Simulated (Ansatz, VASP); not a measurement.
# Cu3N in VASP and in Ansatz

INCAR

```
PREC     = Accurate       # precision mode
ENCUT    = 600            # plane-wave cutoff, eV
EDIFF    = 1E-6           # SCF threshold, eV
ISMEAR   = -1             # smearing method
SIGMA    = 0.02           # smearing width, eV
LREAL    = False          # projectors in reciprocal space
LASPH    = True           # aspherical terms in the spheres
NELM     = 120            # most SCF steps
ALGO     = Normal         # electronic algorithm
ISIF     = 2              # what is computed and relaxed
LWAVE    = False          # write WAVECAR
LCHARG   = True           # write CHGCAR
GGA      = PE             # functional
LELF     = True           # ELF
LVHAR    = True         
NBANDS   = 27             # bands
GGA_COMPAT= False
```

KPOINTS

```
regular mesh
0
Gamma
  6 6 6
```

Contents of POSCAR:

```
Cu3N
1.0
    3.7893700857      0.0000000000      0.0000000000
    0.0000000000      3.7893700857      0.0000000000
    0.0000000000      0.0000000000      3.7893700857
Cu N
3 1
Direct
    0.5000000000      0.0000000000      0.0000000000
    0.0000000000      0.5000000000      0.0000000000
    0.0000000000      0.0000000000      0.5000000000
    0.0000000000      0.0000000000      0.0000000000
```

Input for Ansatz:

```yaml
crystal:
  lattice:
    - [3.7893700857, 0.0, 0.0]
    - [0.0, 3.7893700857, 0.0]
    - [0.0, 0.0, 3.7893700857]
  atoms:
    - { symbol: Cu, position: [0.5, 0.0, 0.0] }
    - { symbol: Cu, position: [0.0, 0.5, 0.0] }
    - { symbol: Cu, position: [0.0, 0.0, 0.5] }
    - { symbol: "N", position: [0.0, 0.0, 0.0] }
kpoints:
  mp_grid: { grid: [6, 6, 6] }
  band_path:
    path:
      - [[0.0, 0.0, 0.0], [1.354070371023e-51, 0.5, 4.235378398026e-36], [0.5, 0.5, -8.470756796052e-36], [0.0, 0.0, 0.0], [0.5, 0.5, 0.5], [1.354070371023e-51, 0.5, 4.235378398026e-36]]
      - [[0.5, 0.5, 0.5], [0.5, 0.5, -8.470756796052e-36]]
    npoints: 10
hamiltonian:
  xc: pbe
scf:
  occupations: { method: fermi_dirac, width: 0.02 }
  n_extra_bands: 5
output:
  forces: true
  stress: true
  eigenvalues: true
```

Alike in both runs: task single point; functional PBE; k mesh 6 × 6 × 6; occupations fermi-dirac, width 0.02 eV; no spin polarisation.

|  | VASP | Ansatz |
| --- | --- | --- |
| version | VASP 6.6.1 | Ansatz 0.2.0 |
| potentials or method | VASP PAW PBE potentials, release 64 (Cu, N) | plane waves, PAW |
| plane-wave cutoff (eV) | 600 | 420 |
| valence electrons in the cell | 38 | 62 |

```csv
,VASP,Ansatz,Ansatz less VASP
pressure (GPa),4.7,3.9,-0.78
```

The functional is the same, so the differences come from potentials, cutoffs and numerics. VASP's potentials hold 38 valence electrons a cell and Ansatz's 62, so a difference there can come from the potentials and not from the codes.
